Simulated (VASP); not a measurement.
# WSe2: single point with PBEsol

Sheet: WSe2, a sheet with vacuum.

```
Se W
1.0
     3.28200    0.00000    0.00000
    -1.64100    2.84230    0.00000
     0.00000    0.00000   30.48200
Se W
2 1
Direct
  0.66667 0.33333 0.29533
  0.66667 0.33333 0.40479
  0.33333 0.66667 0.35006
```

* Program: VASP 6.6.1
* Task: single point
* Functional: PBEsol
* Potentials or basis: VASP PAW PBE potentials, release 64 (Se, W_sv)
* Cutoff: 520 eV
* k mesh: 12 × 12 × 1
* Occupations: gaussian, width 0.02 eV
* Spin: no spin polarisation
* Dipole correction: yes
* Further INCAR settings: ALGO = Normal; EDIFF = 1e-07; NBANDS = 20

The largest force is 0.061 eV/Å. The band gap on the k mesh is 1.64 eV, direct.

Forces on the atoms (eV/Å):
```
Se   0.000  0.000 -0.061
Se   0.000  0.000  0.061
W    0.000  0.000  0.000
```

Levels at points of the mesh, in eV from the valence-band top:
```csv
k point,band 10,band 11,band 12,band 13,band 14,band 15,band 16,band 17
"(0.00, 0.00, 0.00)",-2.20,-1.21,-1.21,-0.37,3.03,3.03,3.24,3.24
"(0.50, 0.00, 0.00)",-3.01,-2.15,-1.01,-0.88,2.48,2.83,3.76,4.42
```

Run time: 2 min on 1 thread of AMD EPYC 7R13 Processor (Zen 3), with other jobs on the host, peak memory 0.4 GiB.

Caveat: the PAW data sets were made with another functional, which shifts forces and pressure a little; spin-orbit coupling is left out, which moves the levels of the heavy elements.
